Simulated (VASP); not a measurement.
A run of VASP 6.6.1 is set up as follows.

INCAR

```
PREC = Accurate
ENCUT = 500
EDIFF = 1E-7
ISMEAR = 1
SIGMA = 0.1
LREAL = F
LASPH = T
NELM = 120
ALGO = Normal
ISIF = 8
LWAVE = F
LCHARG = F
GGA = PE
IBRION = 2
NSW = 80
EDIFFG = -0.01
GGA_COMPAT = F
NELMIN = 4
```

The input KPOINTS:

```
regular mesh
0
Gamma
  7 7 7
```

POSCAR

```
Ge
1.0
    0.0000000000      2.0983605000      2.0983605000
    2.0983605000      0.0000000000      2.0983605000
    2.0983605000      2.0983605000      0.0000000000
Ge
1
Direct
    0.0000000000      0.0000000000      0.0000000000
```

Potentials or basis: VASP PAW PBE potentials, release 64 (Ge_d).

Run with:

```bash
$ cat potpaw_PBE.64/Ge_d/POTCAR > POTCAR
$ mpirun -np 1 vasp_std > vasp.out
```

Question: Predict the relaxed volume.

Answer: 19.43 Å³/atom.

Question: Predict the band gap on the k mesh.

Answer: Zero (bands 7 and 8 overlap by 10.79 eV).

Question: Predict the relaxed cell.

Answer: a = 3.017 Å, b = 3.017 Å, c = 3.017 Å, α = 60.00°, β = 60.00°, γ = 60.00°.

Question: Estimate the space group after relaxing (to 0.1 Å).

Answer: Fm-3m (No. 225).

Final structure:
```yaml
crystal:
  lattice:
    - [0.00000, 2.13369, 2.13369]
    - [2.13369, 0.00000, 2.13369]
    - [2.13369, 2.13369, 0.00000]
  atoms:
    - { symbol: Ge, position: [0.00000, 0.00000, 0.00000] }
```

Caveat: the k points lie up to 0.36 Å⁻¹ apart in the final cell, too coarse for converged energies and pressures of a metal.
